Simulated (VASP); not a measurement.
# InSb (F-43m) in VASP: a series of runs, part 2 of 2

VASP 6.6.1. Earlier steps stand in the parts before.

## Step 4: Relaxation of cell and atoms, PBEsol, target pressure 2 GPa, at which the enthalpy is minimised

This run uses another cell than the first one, of 34.65 Å³/atom.

Contents of INCAR:

```
SYSTEM = InSb
ALGO     = Normal         ! electronic algorithm
EDIFF    = 1E-6           ! SCF threshold, eV
EDIFFG   = -0.002         ! ionic threshold
ENCUT    = 600            ! plane-wave cutoff, eV
GGA      = PS             ! functional
IBRION   = 2              ! ionic algorithm
ISIF     = 3              ! what is computed and relaxed
ISMEAR   = -1             ! smearing method
LASPH    = .True.         ! aspherical terms in the spheres
LCHARG   = .False.        ! write CHGCAR
LREAL    = .False.        ! projectors in reciprocal space
LWAVE    = .False.        ! write WAVECAR
NELM     = 60             ! most SCF steps
NSW      = 100            ! ionic steps
PREC     = Accurate       ! precision mode
PSTRESS  = 20.0         
SIGMA    = 0.1            ! smearing width, eV
```

Contents of KPOINTS:

```
k-points
0
Gamma
  12 12 12
  0 0 0
```

Contents of POSCAR:

```
InSb
1.0
    0.0000000000      3.2600996144      3.2600996144
    3.2600996144      0.0000000000      3.2600996144
    3.2600996144      3.2600996144      0.0000000000
In Sb
1 1
Direct
    0.0000000000      0.0000000000      0.0000000000
    0.7500000000      0.7500000000      0.7500000000
```

Potentials or basis: VASP PAW PBE potentials, release 64 (In_d, Sb).

On the command line:

```console
cat potpaw_PBE.64/In_d/POTCAR potpaw_PBE.64/Sb/POTCAR > POTCAR
mpirun -np 1 vasp_std > vasp.out
```

OUTCAR:

```text
SYSTEM = InSb
   EDIFF = 1E-6
   EDIFFG = -0.002
   ENCUT = 600
   GGA = PS
   IBRION = 2
   ISIF = 3
   ISMEAR = -1
   LASPH = .True.
   LREAL = .False.
   NELM = 60
   NSW = 100
   PREC = Accurate
   PSTRESS = 20.0

 ion  position               nearest neighbor table
   1  0.000  0.000  0.000-   2 2.82   2 2.82   2 2.82   2 2.82
   2  0.750  0.750  0.750-   1 2.82   1 2.82   1 2.82   1 2.82

  LATTYP: Found a face centered cubic cell.
 ALAT       =     6.5201992288

  Lattice vectors:

 A1 = (   0.0000000000,   3.2600996144,   3.2600996144)
 A2 = (   3.2600996144,   0.0000000000,   3.2600996144)
 A3 = (   3.2600996144,   3.2600996144,   0.0000000000)

Analysis of symmetry for initial positions (statically):
=====================================================================
 Subroutine PRICEL returns:
 Original cell was already a primitive cell.

 Routine SETGRP: Setting up the symmetry group for a
 face centered cubic supercell.

 Subroutine GETGRP returns: Found 24 space group operations
 (whereof 24 operations were pure point group operations)
 out of a pool of 48 trial point group operations.

The static configuration has the point symmetry T_d .

Analysis of symmetry for dynamics (positions and initial velocities):
=====================================================================
 Subroutine PRICEL returns:
 Original cell was already a primitive cell.

 Routine SETGRP: Setting up the symmetry group for a
 face centered cubic supercell.

 Subroutine GETGRP returns: Found 24 space group operations
 (whereof 24 operations were pure point group operations)
 out of a pool of 48 trial point group operations.

The dynamic configuration has the point symmetry T_d .

 Subroutine INISYM returns: Found 24 space group operations
 (whereof 24 operations are pure point group operations),
[... 143 lines left out ...]
  free energy    TOTEN  =        -7.70156762 eV

  energy without entropy =       -7.69994651  energy(sigma->0) =       -7.70075707

------------------------ aborting loop because EDIFF is reached ----------------------------------------

  FORCE on cell =-STRESS in cart. coord.  units (eV):
  Direction    XX          YY          ZZ          XY          YZ          ZX
  --------------------------------------------------------------------------------------
  -------------------------------------------------------------------------------------
  Total        0.0058840      0.0058840      0.0058840      0.0000000      0.0000000     -0.0000000
  in kB        0.1360388      0.1360388      0.1360388      0.0000000      0.0000000     -0.0000000
  external PRESSURE =     -19.8639612 kB  Pullay stress =      20.0000000 kB
[... 97 lines left out ...]
  energy  without entropy=       -7.6832260537  energy(sigma->0) =       -7.68382909

  enthalpy is  TOTEN    =        -6.8548054522 eV   P V=        0.8296266839

[... ionic steps 4 to 13 ...]

--------------------------------------- Ionic step       14  -------------------------------------------

 number of electron      18.0000002 magnetization

------------------------ aborting loop because EDIFF is reached ----------------------------------------
[... 71 lines left out ...]
--------------------------------------- Ionic step       16  -------------------------------------------

 number of electron      18.0000002 magnetization

 Free energy of the ion-electron system (eV)
  ---------------------------------------------------
  ext. energy  EPLUGINS =         0.00000000
  ---------------------------------------------------
  free energy    TOTEN  =        -7.68434182 eV

  energy without entropy =       -7.68313677  energy(sigma->0) =       -7.68373929

 E-fermi :   5.4266     XC(G=0):  -8.9672

 val. band max:        5.2073123229   @ k =   0.0000   0.0000   0.0000
 cond. band min:       5.7183904764   @ k =   0.5000   0.0000   0.0000
 fundamental gap:      0.5110781535
 Fermi energy:         5.4266345825

 k-point     1 :       0.0000    0.0000    0.0000
  band No.  band energies     occupation
      1      -9.3849      2.00000
      2      -9.3849      2.00000
      3      -9.3849      2.00000
      4      -9.2915      2.00000
      5      -9.2915      2.00000
      6      -5.6915      2.00000
      7       5.0779      1.94064
      8       5.2073      1.79928
      9       5.2073      1.79928
     10       5.2073      1.79928
     11       8.1342      0.00000
     12       8.1342      0.00000
     13       8.1342      0.00000
[... 354 lines left out ...]
  band No.  band energies     occupation
      1      -9.4451      2.00000
      2      -9.3597      2.00000
      3      -9.3575      2.00000
      4      -9.2934      2.00000
      5      -9.2904      2.00000
      6      -4.0955      2.00000
      7      -0.4774      2.00000
      8       2.7445      2.00000
      9       3.8763      2.00000
     10       6.9235      0.00000
     11       8.8583      0.00000
     12       9.7033      0.00000
     13      11.5993      0.00000

 [... further k-points ...]

------------------------ aborting loop because EDIFF is reached ----------------------------------------

  FORCE on cell =-STRESS in cart. coord.  units (eV):
  Direction    XX          YY          ZZ          XY          YZ          ZX
  --------------------------------------------------------------------------------------
  -------------------------------------------------------------------------------------
  Total        0.8315792      0.8315792      0.8315792      0.0000000      0.0000000      0.0000000
  in kB       20.0492475     20.0492475     20.0492475      0.0000000      0.0000000      0.0000000
  external PRESSURE =       0.0492475 kB  Pullay stress =      20.0000000 kB
[... 21 lines left out ...]
  energy  without entropy=       -7.6831367673  energy(sigma->0) =       -7.68373929

  enthalpy is  TOTEN    =        -6.8548052521 eV   P V=        0.8295365703

 reached required accuracy - stopping structural energy minimisation
```

CONTCAR:

```text
InSb
   1.00000000000000
    -0.0000000000000000    3.2148598334402441    3.2148598334402441
     3.2148598334402441    0.0000000000000000    3.2148598334402441
     3.2148598334402441    3.2148598334402441   -0.0000000000000000
  In              Sb
     1     1
Direct
     0.0000000000000000    0.0000000000000000    0.0000000000000000
     0.7500000000000000    0.7500000000000000    0.7500000000000000

  0.00000000E+00  0.00000000E+00  0.00000000E+00
  0.00000000E+00  0.00000000E+00  0.00000000E+00
```

Wall time 3.5 min (1 thread of AMD EPYC 9R45 (Zen 5), shared host); peak memory 0.27 GiB.

Results:

- Free energy: -7.6843 eV
- Relaxed volume: 33.23 Å³/atom
- Relaxed cell: a = 4.546 Å, b = 4.546 Å, c = 4.546 Å, α = 60.00°, β = 60.00°, γ = 60.00°
- Space group after relaxing (to 0.1 Å): F-43m (No. 216)
- Energy change on relaxing (the run minimises the enthalpy): +8.6 meV/atom
- Ionic steps: 16
- Pressure after relaxing: 2.0 GPa
- Band gap on the k mesh: zero (filled and empty bands touch)

The path:
```tsv
step	energy change (eV)	largest force (eV/Å)	pressure (GPa)	volume (Å³)
1	0.0000	0.0000	0.01	69.30
2	0.0392	0.0000	3.16	65.08
3	0.0171	0.0000	2.04	66.46
4	0.0164	0.0000	1.96	66.52
5	0.0165	0.0000	1.95	66.51
6	0.0165	0.0000	1.95	66.51
7	0.0165	0.0000	1.96	66.51
8	0.0165	0.0000	1.96	66.51
9	0.0165	0.0000	1.96	66.51
10	0.0165	0.0000	1.96	66.51
11	0.0165	0.0000	1.96	66.51
12	0.0166	0.0000	1.96	66.51
13	0.0166	0.0000	1.95	66.50
14	0.0167	0.0000	1.98	66.50
15	0.0169	0.0000	1.99	66.48
16	0.0172	0.0000	2.00	66.45
```

Final structure:
```xyz
2
Lattice="0.0000 3.2149 3.2149 3.2149 0.0000 3.2149 3.2149 3.2149 0.0000" Properties=species:S:1:pos:R:3 pbc="T T T"
In    0.0000    0.0000    0.0000
Sb    4.8223    4.8223    4.8223
```

Levels at points of the mesh, in eV from the Fermi level:
| k point | band 5 | band 6 | band 7 | band 8 | band 9 | band 10 | band 11 | band 12 | band 13 |
| --- | --- | --- | --- | --- | --- | --- | --- | --- | --- |
| (0.00, 0.00, 0.00) | -14.72 | -11.12 | -0.35 | -0.22 | -0.22 | -0.22 | 2.71 | 2.71 | 2.71 |
| (0.50, 0.00, 0.00) | -14.72 | -9.68 | -5.99 | -1.27 | -1.27 | 0.29 | 3.56 | 3.56 | 5.72 |
| (0.50, 0.50, 0.00) | -14.71 | -9.04 | -6.27 | -2.58 | -2.58 | 1.00 | 1.03 | 8.04 | 8.04 |

Caveat: the cell is relaxed towards a set pressure, so the run minimises the enthalpy, not the energy; semilocal functionals underestimate gaps, and a narrow one can read as zero; the PAW data sets were made with another functional, which shifts forces and pressure a little; spin-orbit coupling is left out, which moves the levels of the heavy elements.

## Step 5: Summary

| task | cell | cutoff (eV) | gap on the mesh (eV) | pressure (GPa) |
| --- | --- | --- | --- | --- |
| single point | a = 4.577 Å, angles 60.0°, 2 atoms | 520 | none | 1.0 |
| relaxation of cell and atoms | relaxed to 1 GPa from a = 4.610 Å, angles 60.0°, 2 atoms | 600 | none | 1.0 |
| relaxation of cell and atoms | relaxed to 2 GPa from a = 4.610 Å, angles 60.0°, 2 atoms | 600 | none | 2.0 |

Alike in all rows: level PBEsol; potentials or basis VASP PAW PBE potentials, release 64 (In_d, Sb); no spin polarisation; k mesh 12 × 12 × 12; smearing fermi-dirac 0.1 eV.

Caveats: semilocal functionals underestimate gaps, and a narrow one can read as zero; the PAW data sets were made with another functional, which shifts forces and pressure a little; spin-orbit coupling is left out, which moves the levels of the heavy elements; the cell is relaxed towards a set pressure, so the run minimises the enthalpy, not the energy (at least some runs).

Absolute energies hang on the potentials; compare differences alone.

The gap in the log of VASP goes by the Fermi energy; the results here count the filled bands.